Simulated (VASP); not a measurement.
# GaN (P6_3mc) in VASP: further runs, part 2 of 3

VASP 6.6.1. Earlier steps stand in the parts before.

## (3) Single point, r2SCAN

This run uses another cell than the first one: it holds 8 atoms, not 4.

POSCAR reads:

```
GaN
1.0
   -1.5915492149     -2.7566441030      0.0000000000
    1.5915492150     -2.7566441030      0.0000000000
    0.0000000000      0.0000000000     10.3671924850
Ga N
4 4
Direct
    0.6666666667      0.6666666667      0.4995550523
    0.6666666667      0.6666666667      0.9995550523
    0.3333333333      0.3333333333      0.2495550523
    0.3333333333      0.3333333333      0.7495550523
    0.6666666667      0.6666666667      0.1879449477
    0.6666666667      0.6666666667      0.6879449477
    0.3333333333      0.3333333333      0.4379449477
    0.3333333333      0.3333333333      0.9379449477
```

INCAR.step1 reads:

```
SYSTEM = GaN
  ALGO = Normal
  EDIFF = 1E-4
  ENCUT = 520
  GGA = PE
  ISMEAR = 0
  LASPH = .True.
  LCHARG = .False.
  LREAL = .False.
  LWAVE = .True.
  NBANDS = 46
  NELM = 60
  PREC = Accurate
  SIGMA = 0.05
```

INCAR.step2 reads:

```
SYSTEM = GaN
  ALGO = Normal
  EDIFF = 1E-7
  ENCUT = 520
  ISIF = 2
  ISMEAR = 0
  ISTART = 1
  LASPH = .True.
  LCHARG = .False.
  LMIXTAU = .True.
  LREAL = .False.
  LWAVE = .False.
  METAGGA = R2SCAN
  NBANDS = 46
  NELM = 60
  PREC = Accurate
  SIGMA = 0.05
```

KPOINTS reads:

```
k-points
0
Gamma
  10 10 3
  0 0 0
```

Potentials or basis: VASP PAW PBE potentials, release 64 (Ga_d, N).

Launch:

```sh
cat potpaw_PBE.64/Ga_d/POTCAR potpaw_PBE.64/N/POTCAR > POTCAR
cp INCAR.step1 INCAR
mpirun -np 1 vasp_std > vasp.out
cp INCAR.step2 INCAR
mpirun -np 1 vasp_std > vasp.out
```

It took 11 min on 1 thread of Intel Xeon Platinum 8375C at 2.90GHz (Ice Lake), shared host; peak memory 0.26 GiB.

It converged, with:

```
Free energy            : -87.6418 eV
Pressure               : 1.1 GPa
Largest force          : 0.005 eV/Å
Band gap on the k mesh : 2.34 eV
```

Forces in eV/Å, atoms in the order of the input:
```
Ga   0.000  0.000  0.005
Ga   0.000  0.000  0.005
Ga   0.000  0.000  0.005
Ga   0.000  0.000  0.005
N    0.000  0.000 -0.005
N    0.000  0.000 -0.005
N    0.000  0.000 -0.005
N    0.000  0.000 -0.005
```

Stress tensor (GPa, compression positive):
```
1.14 0.00 0.00
0.00 1.14 0.00
0.00 0.00 1.00
```

Levels at points of the mesh, in eV from the valence-band top:
| k point | band 33 | band 34 | band 35 | band 36 | band 37 | band 38 | band 39 | band 40 |
| --- | --- | --- | --- | --- | --- | --- | --- | --- |
| (0.00, 0.00, 0.00) | -0.55 | -0.04 | 0.00 | 0.00 | 2.34 | 4.77 | 4.77 | 4.81 |
| (0.50, 0.00, 0.00) | -2.01 | -1.95 | -1.95 | -1.03 | 4.89 | 4.89 | 5.58 | 6.12 |

Caveat: the PAW data sets were made with another functional, which shifts forces and pressure a little.

## (4) Relaxation of shape and atoms at fixed volume, r2SCAN (volume scaled by 0.91)

POSCAR reads:

```
GaN
1.0
    3.0844966917      0.0000000000      0.0000000000
   -1.5422483459      2.6712524929      0.0000000000
    0.0000000000      0.0000000000      5.0234730412
Ga N
2 2
Direct
    0.3333333333      0.6666666667     -0.0008552164
    0.6666666667      0.3333333333      0.4991447836
    0.3333333333      0.6666666667      0.3758552164
    0.6666666667      0.3333333333      0.8758552164
```

INCAR.step1 reads:

```
SYSTEM = GaN
PREC = Accurate
ENCUT = 600
ISMEAR = 0
SIGMA = 0.02
LREAL = .FALSE.
LASPH = .TRUE.
NELM = 60
GGA = PE
ALGO = Normal
EDIFF = 1E-4
LWAVE = .TRUE.
LCHARG = .FALSE.
```

INCAR.step2 reads:

```
SYSTEM = GaN
PREC = Accurate
ENCUT = 600
EDIFF = 1E-6
ISMEAR = 0
SIGMA = 0.02
LREAL = .FALSE.
LASPH = .TRUE.
NELM = 60
ALGO = Normal
ISIF = 4
LWAVE = .FALSE.
LCHARG = .FALSE.
METAGGA = R2SCAN
LMIXTAU = .TRUE.
IBRION = 2
NSW = 50
EDIFFG = -0.01
ISTART = 1
```

KPOINTS reads:

```
Automatic mesh
0
G
  12 12 6
  0 0 0
```

Potentials or basis: VASP PAW PBE potentials, release 64 (Ga_d, N).

Launch:

```sh
cat potpaw_PBE.64/Ga_d/POTCAR potpaw_PBE.64/N/POTCAR > POTCAR
cp INCAR.step1 INCAR
mpirun -np 1 vasp_std > vasp.out
cp INCAR.step2 INCAR
mpirun -np 1 vasp_std > vasp.out
```

OUTCAR:

```text
SYSTEM = GaN
   PREC = Accurate
   ENCUT = 600
   EDIFF = 1E-6
   ISMEAR = 0
   LREAL = .FALSE.
   LASPH = .TRUE.
   NELM = 60
   ISIF = 4
   METAGGA = R2SCAN
   IBRION = 2
   NSW = 50
   EDIFFG = -0.01
   ISTART = 1

 ion  position               nearest neighbor table
   1  0.333  0.667  0.999-   4 1.89   4 1.89   4 1.89   3 1.89
   2  0.667  0.333  0.499-   3 1.89   3 1.89   3 1.89   4 1.89
   3  0.333  0.667  0.376-   2 1.89   2 1.89   2 1.89   1 1.89
   4  0.667  0.333  0.876-   1 1.89   1 1.89   1 1.89   2 1.89

  LATTYP: Found a hexagonal cell.
 ALAT       =     3.0844966917
 C/A-ratio  =     1.6286200127

  Lattice vectors:

 A1 = (   3.0844966917,   0.0000000000,   0.0000000000)
 A2 = (  -1.5422483459,   2.6712524929,   0.0000000000)
 A3 = (   0.0000000000,   0.0000000000,   5.0234730412)

Analysis of symmetry for initial positions (statically):
=====================================================================
 Subroutine PRICEL returns:
 Original cell was already a primitive cell.
[... 181 lines left out ...]

  FORCE on cell =-STRESS in cart. coord.  units (eV):
  Direction    XX          YY          ZZ          XY          YZ          ZX
  --------------------------------------------------------------------------------------
  -------------------------------------------------------------------------------------
  Total        6.2818223      6.2818223      6.2182648     -0.0000000      0.0000000      0.0000000
  in kB      243.1604315    243.1604315    240.7002099     -0.0000000      0.0000000      0.0000000
  external PRESSURE =     242.3403577 kB  Pullay stress =       0.0000000 kB
[... 63 lines left out ...]
--------------------------------------- Ionic step        3  -------------------------------------------

 number of electron      36.0000008 magnetization

 Free energy of the ion-electron system (eV)
  ---------------------------------------------------
  ext. energy  EPLUGINS =         0.00000000
  ---------------------------------------------------
  free energy    TOTEN  =       -43.51945760 eV

  energy without entropy =      -43.51945760  energy(sigma->0) =      -43.51945760

 E-fermi :   6.3347     XC(G=0): -13.2318

 val. band max:        6.1873346905   @ k =   0.0000   0.0000   0.0000
 cond. band min:       9.1840116995   @ k =   0.0000   0.0000   0.0000
 fundamental gap:      2.9966770089
 Fermi energy:         6.3346833480

 k-point     1 :       0.0000    0.0000    0.0000
  band No.  band energies     occupation
      1     -11.4971      2.00000
      2     -10.2011      2.00000
      3      -7.7536      2.00000
      4      -7.7338      2.00000
      5      -7.7338      2.00000
      6      -7.6429      2.00000
[... 589 lines left out ...]
     21      14.2903      0.00000
     22      15.8130      0.00000

 [... further k-points ...]

------------------------ aborting loop because EDIFF is reached ----------------------------------------

  FORCE on cell =-STRESS in cart. coord.  units (eV):
  Direction    XX          YY          ZZ          XY          YZ          ZX
  --------------------------------------------------------------------------------------
  -------------------------------------------------------------------------------------
  Total        6.2543951      6.2543951      6.2711037     -0.0000000      0.0000000      0.0000000
  in kB      242.0987633    242.0987633    242.7455305     -0.0000000      0.0000000      0.0000000
  external PRESSURE =     242.3143524 kB  Pullay stress =       0.0000000 kB
[... 19 lines left out ...]
  FREE ENERGIE OF THE ION-ELECTRON SYSTEM (eV)
  ---------------------------------------------------
  free  energy   TOTEN  =       -43.5194575972 eV

  energy  without entropy=      -43.5194575972  energy(sigma->0) =      -43.51945760

 reached required accuracy - stopping structural energy minimisation
```

OUTCAR.step1:

```text
SYSTEM = GaN
   PREC = Accurate
   ENCUT = 600
   ISMEAR = 0
   LREAL = .FALSE.
   LASPH = .TRUE.
   NELM = 60
[... 831 lines left out ...]
      1.54225      0.89042      2.50744        -0.000000      0.000000      0.023320
     -0.00000      1.78083      1.88810        -0.000000      0.000000     -0.023320
      1.54225      0.89042      4.39984         0.000000     -0.000000     -0.023320
 -----------------------------------------------------------------------------------
    total drift:                                0.000000      0.000000      0.002372

  FREE ENERGIE OF THE ION-ELECTRON SYSTEM (eV)
  ---------------------------------------------------
  free  energy   TOTEN  =       -23.8702723442 eV

  energy  without entropy=      -23.8702723442  energy(sigma->0) =      -23.87027234
```

OSZICAR.step1:

```text
N       E                     dE             d eps       ncg     rms          rms(c)
DAV:   1     0.290903622614E+03    0.29090E+03   -0.20039E+04  3548   0.341E+03
DAV:   2     0.918392407813E+01   -0.28172E+03   -0.27258E+03  3688   0.567E+02
DAV:   3    -0.268086579560E+02   -0.35993E+02   -0.35613E+02  3824   0.165E+02
DAV:   4    -0.282201791020E+02   -0.14115E+01   -0.14077E+01  4564   0.349E+01
DAV:   5    -0.282455234048E+02   -0.25344E-01   -0.25334E-01  3798   0.420E+00    0.115E+01
DAV:   6    -0.237331957922E+02    0.45123E+01   -0.14945E+01  6076   0.638E+01    0.309E+00
DAV:   7    -0.238919016078E+02   -0.15871E+00   -0.23905E+00  3710   0.134E+01    0.285E+00
DAV:   8    -0.238977129790E+02   -0.58114E-02   -0.35074E-01  4862   0.115E+01    0.912E-01
DAV:   9    -0.238691897967E+02    0.28523E-01   -0.13518E-01  5884   0.712E+00    0.285E-01
DAV:  10    -0.238702458956E+02   -0.10561E-02   -0.88985E-03  3740   0.975E-01    0.846E-02
DAV:  11    -0.238702723442E+02   -0.26449E-04   -0.94539E-04  4666   0.723E-01
   1 F= -.23870272E+02 E0= -.23870272E+02  d E =-.135786E-22
```

Wall time 12 min (1 thread of Intel Xeon Platinum 8259CL at 2.50GHz (Skylake/Cascade Lake), shared host); peak memory 0.23 GiB.

Results:

| Item | Value |
| --- | --- |
| Free energy | -43.5195 eV |
| Energy gained by relaxing | 0.0 meV/atom |
| Ionic steps | 3 |
| Pressure after relaxing | 24.2 GPa |
| Band gap on the k mesh | 3.00 eV, direct |

Forces in eV/Å, atoms in the order of the input:
```
Ga   0.000  0.000  0.003
Ga   0.000  0.000  0.003
N    0.000  0.000 -0.003
N    0.000  0.000 -0.003
```

Final structure:
```yaml
crystal:
  lattice:
    - [3.08480, 0.00000, 0.00000]
    - [-1.54240, 2.67152, 0.00000]
    - [0.00000, 0.00000, 5.02248]
  atoms:
    - { symbol: Ga, position: [0.33333, 0.66667, 0.99922] }
    - { symbol: Ga, position: [0.66667, 0.33333, 0.49922] }
    - { symbol: N, position: [0.33333, 0.66667, 0.37578] }
    - { symbol: N, position: [0.66667, 0.33333, 0.87578] }
```

Caveat: the PAW data sets were made with another functional, which shifts forces and pressure a little.

[end of part 2 of 3]
